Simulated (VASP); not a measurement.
**NiMoIrPdW: single point with RPBE**

Crystal: NiMoIrPdW.

```
CELL_PARAMETERS angstrom
4.14670 0.00000 0.00000
-2.07335 3.59115 0.00000
0.00000 0.00000 5.41629
ATOMIC_POSITIONS crystal
Ni 0.00000 0.00000 0.02221
Mo 0.66667 0.33333 0.45996
Pd 0.33333 0.66667 0.74601
Ir 0.33333 0.66667 0.25641
W 0.66667 0.33333 0.99985
```

```json
{
  "Program": "VASP 6.6.1",
  "Task": "single point",
  "Functional": "RPBE",
  "Potentials or basis": "VASP PAW PBE potentials, release 64 (Ni, Mo_sv, Pd, Ir, W_sv)",
  "Cutoff": "520 eV",
  "k mesh": "7 × 7 × 5",
  "Occupations": "fermi-dirac, width 0.05 eV",
  "Spin": "collinear spin, ferromagnetic start",
  "Starting moments": "[1.0, 1.0, 0.0, 0.6, 0.0] μB",
  "Dipole correction": "no",
  "Further INCAR settings": "ALGO = Normal; EDIFF = 1e-06; NBANDS = 40"
}
```

```yaml
Pressure: 3.9 GPa
Largest_force: 0.222 eV/Å
Net_moment: 0.00 μB per cell
Valence_electrons_inside_the_program's_atomic_spheres: Ni 9.44; Mo 12.37; Pd 9.59; Ir 8.43; W 12.07
```

Forces on the atoms (eV/Å):
```
Ni   0.000  0.000  0.053
Mo   0.000  0.000  0.222
Pd   0.000  0.000 -0.040
Ir   0.000  0.000 -0.052
W   -0.001  0.000 -0.183
```

Stress tensor (GPa, compression positive):
```
4.00 0.00 0.00
0.00 4.00 0.00
0.00 0.00 3.76
```

Levels at points of the mesh, in eV from the Fermi level:
Spin up:
```csv
k point,band 24,band 25,band 26,band 27,band 28,band 29,band 30,band 31,band 32,band 33
"(0.00, 0.00, 0.00)",-1.63,-1.63,-1.41,-1.41,-0.75,0.79,0.79,2.01,2.01,2.42
```
Spin down:
```csv
k point,band 26,band 27,band 28,band 29,band 30,band 31
"(0.00, 0.00, 0.00)",-1.41,-1.41,-0.75,0.79,0.79,2.01
```

Run time: 11 min on 1 thread of Oxide Virtual Turin-like Processor (shared host), peak memory 0.5 GiB.

Caveat: the cell stands under pressure; the PAW data sets were made with another functional, which shifts forces and pressure a little; spin-orbit coupling is left out, which moves the levels of the heavy elements.
